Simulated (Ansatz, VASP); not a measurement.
# Two plane-wave programs on AlN

The input POSCAR:

```
AlN
1.0
    0.0000000000      2.1839935596      2.1839935596
    2.1839935596      0.0000000000      2.1839935596
    2.1839935596      2.1839935596      0.0000000000
Al N
1 1
Direct
    0.0000000000      0.0000000000      0.0000000000
    0.2500000000      0.2500000000      0.2500000000
```

INCAR.step1

```
ALGO = Normal ; EDIFF = 1E-5
ENCUT = 520 ; GGA = PE
ISIF = 2 ; ISMEAR = -1
LASPH = True ; LCHARG = False
LREAL = False ; LWAVE = True
NBANDS = 11 ; NELM = 80
PREC = Accurate ; SIGMA = 0.05
```

The input INCAR.step2:

```
AEXX = 0.2 ; AGGAC = 0.81
AGGAX = 0.72 ; ALDAC = 0.19
ALGO = Normal ; EDIFF = 1E-7
ENCUT = 520 ; GGA = B5
ISIF = 2 ; ISMEAR = -1
ISTART = 1 ; LASPH = True
LCHARG = False ; LHFCALC = True
LREAL = False ; LWAVE = False
NBANDS = 11 ; NELM = 80
PREC = Accurate ; PRECFOCK = Normal
SIGMA = 0.05
```

Contents of KPOINTS:

```
k-points
0
Gamma
  6 6 6
```

File input.yaml:

```yaml
crystal:
  lattice:
    - [0.0, 2.1839935596, 2.1839935596]
    - [2.1839935596, 0.0, 2.1839935596]
    - [2.1839935596, 2.1839935596, 0.0]
  atoms:
    - { symbol: Al, position: [0.0, 0.0, 0.0] }
    - { symbol: "N", position: [0.25, 0.25, 0.25] }
hamiltonian:
  xc: b3lyp5
  pseudopotentials: { kind: paw }
kpoints:
  mp_grid: { grid: [6, 6, 6] }
  band_path:
    path:
      - [[0.0, 0.0, 0.0], [0.5, 0.0, 0.5], [0.5, 0.25, 0.75], [0.375, 0.375, 0.75], [0.0, 0.0, 0.0], [0.5, 0.5, 0.5], [0.625, 0.25, 0.625], [0.5, 0.25, 0.75], [0.5, 0.5, 0.5], [0.375, 0.375, 0.75]]
      - [[0.625, 0.25, 0.625], [0.5, 0.0, 0.5]]
    npoints: 4
scf:
  occupations: { method: fermi_dirac, width: 0.05 }
  n_extra_bands: 6
output:
  forces: true
  stress: true
  eigenvalues: true
  fatbands: false
```

Alike in both runs: functional B3LYP5; k mesh 6 × 6 × 6; occupations fermi-dirac, width 0.05 eV; no spin polarisation.

|  | VASP | Ansatz |
| --- | --- | --- |
| version | VASP 6.6.1 | Ansatz 0.2.0 |
| potentials or method | VASP PAW PBE potentials, release 64 (Al, N) | Ansatz PAW |
| plane-wave cutoff (eV) | 520 | 420 |
| valence electrons in the cell | 8 | 8 |
| task | single point | band structure |

|  | VASP | Ansatz | Ansatz less VASP |
| --- | --- | --- | --- |
| gap on the k mesh at the Fermi level (eV) | 5.26 | 5.26 | 0.000 |
| least direct gap on the mesh (eV) | 6.17 | 6.18 | +0.004 |
| pressure (GPa) | 3.3 | 2.6 | -0.66 |

VASP's potentials were made for PBE, not for B3LYP5. The functional is the same, so the differences come from potentials, cutoffs and numerics.
